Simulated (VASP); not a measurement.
# GaN (I4/mmm) in VASP: further runs, part 2 of 2

VASP 6.6.1. The steps go on from the part before.

### Step 3. Single point, PBEsol (strain -0.0150 x Voigt [0, 1, 0, 0, 0, 0])

Input file INCAR:

```
  PREC = Accurate
  ENCUT = 520
  EDIFF = 1E-6
  ISMEAR = 0
  SIGMA = 0.03
  LREAL = F
  LASPH = T
  NELM = 100
  ALGO = Normal
  ISIF = 2
  LWAVE = F
  LCHARG = F
  GGA = PS
  NBANDS = 16
```

Input file KPOINTS:

```
Automatic mesh
0
Gamma
  14 14 14
```

Input file POSCAR:

```
GaN
1.0
    0.0000000000      2.1032064750      2.1352350000
    2.1352350000      0.0000000000      2.1352350000
    2.1352350000      2.1032064750      0.0000000000
Ga N
1 1
Direct
    0.0000000000      0.0000000000      0.0000000000
    0.5000000000      0.5000000000      0.5000000000
```

Potentials or basis: VASP PAW PBE potentials, release 64 (Ga_d, N).

On the command line:

```sh
$ cat potpaw_PBE.64/Ga_d/POTCAR potpaw_PBE.64/N/POTCAR > POTCAR
$ mpirun -np 1 vasp_std > vasp.out
```

OUTCAR:

```text
PREC = Accurate
   ENCUT = 520
   EDIFF = 1E-6
   ISMEAR = 0
   LREAL = F
   LASPH = T
   NELM = 100
   ISIF = 2
   GGA = PS

 ion  position               nearest neighbor table
   1  0.000  0.000  0.000-   2 2.10   2 2.10   2 2.14   2 2.14   2 2.14   2 2.14
   2  0.500  0.500  0.500-   1 2.10   1 2.10   1 2.14   1 2.14   1 2.14   1 2.14

  LATTYP: Found a body centered tetragonal cell.
 ALAT       =     3.0196782959
 C/A-ratio  =     1.3930003589

  Lattice vectors:

 A1 = (   0.0000000000,  -2.1032064750,   2.1352350000)
 A2 = (   0.0000000000,  -2.1032064750,  -2.1352350000)
 A3 = (   2.1352350000,   2.1032064750,   0.0000000000)

Analysis of symmetry for initial positions (statically):
=====================================================================
 Subroutine PRICEL returns:
 Original cell was already a primitive cell.

 Routine SETGRP: Setting up the symmetry group for a
 body centered tetragonal supercell.

 Subroutine GETGRP returns: Found 16 space group operations
 (whereof 16 operations were pure point group operations)
 out of a pool of 16 trial point group operations.

[... 157 lines left out ...]
  ext. energy  EPLUGINS =         0.00000000
  ---------------------------------------------------
  free energy    TOTEN  =       -12.25416693 eV

  energy without entropy =      -12.25416693  energy(sigma->0) =      -12.25416693

 E-fermi :   7.7062     XC(G=0): -13.1882

 val. band max:        7.5852684857   @ k =  -0.2143   0.1429  -0.0000
 cond. band min:       7.8938852207   @ k =   0.5000   0.0000   0.5000
 fundamental gap:      0.3086167351
 Fermi energy:         7.7061920296

 k-point     1 :       0.0000    0.0000    0.0000
  band No.  band energies     occupation
      1      -9.5854      2.00000
      2      -6.3649      2.00000
      3      -6.3649      2.00000
      4      -6.3573      2.00000
      5      -6.2801      2.00000
      6      -6.2589      2.00000
[... 433 lines left out ...]
      3      -6.3724      2.00000
      4      -6.3297      2.00000
      5      -6.2014      2.00000
      6      -6.1866      2.00000
[... 8 lines left out ...]
     15      26.9173      0.00000
     16      28.0556      0.00000

 [... further k-points ...]
[... 5 lines left out ...]
  --------------------------------------------------------------------------------------
  -------------------------------------------------------------------------------------
  Total       -0.5885531     -0.2922059     -0.5885531      0.0000000     -0.0000000      0.0000000
  in kB      -49.1691779    -24.4116063    -49.1691779      0.0000000     -0.0000000      0.0000000
  external PRESSURE =     -40.9166540 kB  Pullay stress =       0.0000000 kB

 VOLUME and BASIS-vectors are now :
 -----------------------------------------------------------------------------
  energy-cutoff  :      520.00
  volume of cell :       19.18
      direct lattice vectors                 reciprocal lattice vectors
     0.000000000  2.103206475  2.135235000    -0.234166263  0.237732246  0.234166263
     2.135235000  0.000000000  2.135235000     0.234166263 -0.237732246  0.234166263
     2.135235000  2.103206475  0.000000000     0.234166263  0.237732246 -0.234166263

 POSITION                                       TOTAL-FORCE (eV/Angst)
 -----------------------------------------------------------------------------------
      0.00000      0.00000      0.00000        -0.000000      0.000000      0.000000
      2.13524      2.10321      2.13524         0.000000     -0.000000     -0.000000
 -----------------------------------------------------------------------------------
    total drift:                                0.000000     -0.000000     -0.000000

  FREE ENERGIE OF THE ION-ELECTRON SYSTEM (eV)
  ---------------------------------------------------
  free  energy   TOTEN  =       -12.2541669341 eV

  energy  without entropy=      -12.2541669341  energy(sigma->0) =      -12.25416693
```

Wall time 81 s (1 thread of Intel Xeon 8259CL, shared host); peak memory 0.2 GiB.

Results:

- Free energy: -12.2542 eV
- Pressure: -4.1 GPa
- Band gap on the k mesh: 0.31 eV (least direct gap 2.51 eV)

Levels at points of the mesh, in eV from the valence-band top:
```csv
k point,band 5,band 6,band 7,band 8,band 9,band 10,band 11,band 12,band 13,band 14
"(0.00, 0.00, 0.00)",-13.87,-13.84,-0.61,-0.47,-0.47,2.04,14.47,14.47,14.59,15.27
"(0.50, 0.00, 0.00)",-13.73,-13.72,-8.25,-0.22,-0.15,4.52,8.73,9.04,9.17,16.04
"(0.50, 0.50, 0.00)",-13.66,-11.00,-7.10,-3.11,-2.89,0.46,7.71,11.62,14.03,14.48
"(0.50, 0.00, 0.50)",-13.67,-10.86,-7.07,-3.09,-3.09,0.31,7.54,11.81,14.10,14.10
```

Caveat: the cell differs from its parent crystal (strain -0.0150 x Voigt [0, 1, 0, 0, 0, 0]); the cell stands under tension; the PAW data sets were made with another functional, which shifts forces and pressure a little.

### Step 4. Single point, PBEsol (strain +0.0150 x Voigt [0, 1, 0, 0, 0, 0])

Input file INCAR:

```
ALGO = Normal
EDIFF = 1E-7
ENCUT = 520
GGA = PS
ISIF = 2
ISMEAR = 0
LASPH = True
LCHARG = False
LREAL = False
LWAVE = False
NBANDS = 16
NELM = 80
PREC = Accurate
SIGMA = 0.03
```

Input file KPOINTS:

```
k-points
0
Gamma
  14 14 14
```

Input file POSCAR:

```
GaN
1.0
    0.0000000000      2.1672635250      2.1352350000
    2.1352350000      0.0000000000      2.1352350000
    2.1352350000      2.1672635250      0.0000000000
Ga N
1 1
Direct
    0.0000000000      0.0000000000      0.0000000000
    0.5000000000      0.5000000000      0.5000000000
```

On the command line:

```sh
$ cat potpaw_PBE.64/Ga_d/POTCAR potpaw_PBE.64/N/POTCAR > POTCAR
$ mpirun -np 1 vasp_std > vasp.out
```

Run time: 89 s. Hardware: 1 thread of Intel Xeon 8259CL, shared host; peak memory 0.2 GiB.

It converged, with:

- Free energy: -12.2287 eV
- Pressure: -10.0 GPa
- Band gap on the k mesh: 0.17 eV (least direct gap 2.11 eV)

Stress tensor (GPa, compression positive):
```
 -9.36   0.00   0.00
  0.00 -11.24   0.00
  0.00   0.00  -9.36
```

Levels at points of the mesh, in eV from the valence-band top:
```
           k point  band 7  band 8  band 9  band 10  band 11  band 12
(0.00, 0.00, 0.00)   -0.54   -0.54   -0.40     1.70    14.24    14.36
(0.50, 0.00, 0.00)   -8.10   -0.23   -0.16     4.38     8.57     8.77
(0.50, 0.50, 0.00)   -6.86   -3.06   -2.85     0.17     7.56    11.44
(0.50, 0.00, 0.50)   -6.89   -2.88   -2.88     0.31     7.73    11.25
```

Caveat: the cell differs from its parent crystal (strain +0.0150 x Voigt [0, 1, 0, 0, 0, 0]); the cell stands under tension; the PAW data sets were made with another functional, which shifts forces and pressure a little.

### Step 5. Single point, PBEsol (strain +0.0525 x Voigt [0, 1, 0, 0, 0, 0])

Input file INCAR:

```
SYSTEM = GaN
ALGO     = Normal         ! electronic algorithm
EDIFF    = 1E-7           ! SCF threshold, eV
ENCUT    = 520            ! plane-wave cutoff, eV
GGA      = PS             ! functional
ISIF     = 2              ! what is computed and relaxed
ISMEAR   = 0              ! smearing method
LASPH    = .True.         ! aspherical terms in the spheres
LCHARG   = .True.         ! write CHGCAR
LELF     = .True.         ! ELF
LREAL    = .False.        ! projectors in reciprocal space
LVHAR    = .True.       
LWAVE    = .False.        ! write WAVECAR
NBANDS   = 16             ! bands
NELM     = 80             ! most SCF steps
PREC     = Accurate       ! precision mode
SIGMA    = 0.03           ! smearing width, eV
```

Input file KPOINTS:

```
k-points
0
Gamma
  14 14 14
  0 0 0
```

Input file POSCAR:

```
GaN
1.0
    0.0000000000      2.2473348375      2.1352350000
    2.1352350000      0.0000000000      2.1352350000
    2.1352350000      2.2473348375      0.0000000000
Ga N
1 1
Direct
    0.0000000000      0.0000000000      0.0000000000
    0.5000000000      0.5000000000      0.5000000000
```

On the command line:

```sh
$ cat potpaw_PBE.64/Ga_d/POTCAR potpaw_PBE.64/N/POTCAR > POTCAR
$ mpirun -np 1 vasp_std > vasp.out
```

Run time: 89 s. Hardware: 1 thread of Intel Xeon 8259CL, shared host; peak memory 0.2 GiB.

The run converged. Its results:

| Property | Result |
| --- | --- |
| Free energy | -12.1605 eV |
| Pressure | -15.4 GPa |
| Band gap on the k mesh | zero (bands 9 and 10 overlap by 0.14 eV) |

Stress tensor (GPa, compression positive):
```
-13.90   0.00   0.00
  0.00 -18.34   0.00
  0.00   0.00 -13.90
```

Levels at points of the mesh, in eV from the Fermi level:
| k point | band 7 | band 8 | band 9 | band 10 | band 11 | band 12 |
| --- | --- | --- | --- | --- | --- | --- |
| (0.00, 0.00, 0.00) | -0.66 | -0.66 | -0.23 | 1.29 | 13.29 | 13.83 |
| (0.50, 0.00, 0.00) | -7.96 | -0.36 | -0.13 | 4.14 | 8.11 | 8.31 |
| (0.50, 0.50, 0.00) | -6.63 | -3.29 | -2.59 | -0.16 | 7.37 | 11.20 |
| (0.50, 0.00, 0.50) | -6.71 | -2.68 | -2.68 | 0.31 | 7.91 | 10.56 |

Caveat: the cell differs from its parent crystal (strain +0.0525 x Voigt [0, 1, 0, 0, 0, 0]); the cell stands under tension; semilocal functionals underestimate gaps, so a narrow gap can read as zero; the PAW data sets were made with another functional, which shifts forces and pressure a little.

### Step 6. Summary

| cell | gap on the mesh (eV) | pressure (GPa) |
| --- | --- | --- |
| a = 2.975, b = 3.020 Å, angles 59.5, 61.0, 59.5°, 2 atoms | 0.31 | -0.4 |
| a = 2.997, b = 3.020 Å, angles 59.8, 60.5, 59.8°, 2 atoms | 0.31 | -4.1 |
| a = 3.042, b = 3.020 Å, angles 60.2, 59.5, 60.2°, 2 atoms | 0.17 | -10.0 |
| a = 3.100, b = 3.020 Å, angles 60.9, 58.3, 60.9°, 2 atoms | none | -15.4 |

Alike in all rows: task single point; level PBEsol; potentials or basis VASP PAW PBE potentials, release 64 (Ga_d, N); no spin polarisation; k mesh 14 × 14 × 14; cutoff (eV) 520; smearing gaussian 0.03 eV.

Caveats: the PAW data sets were made with another functional, which shifts forces and pressure a little; the cell stands under tension (at least some runs); semilocal functionals underestimate gaps, so a narrow gap can read as zero (at least some runs).

Total energies depend on the potentials used, so only differences within one code and one set of settings carry meaning.
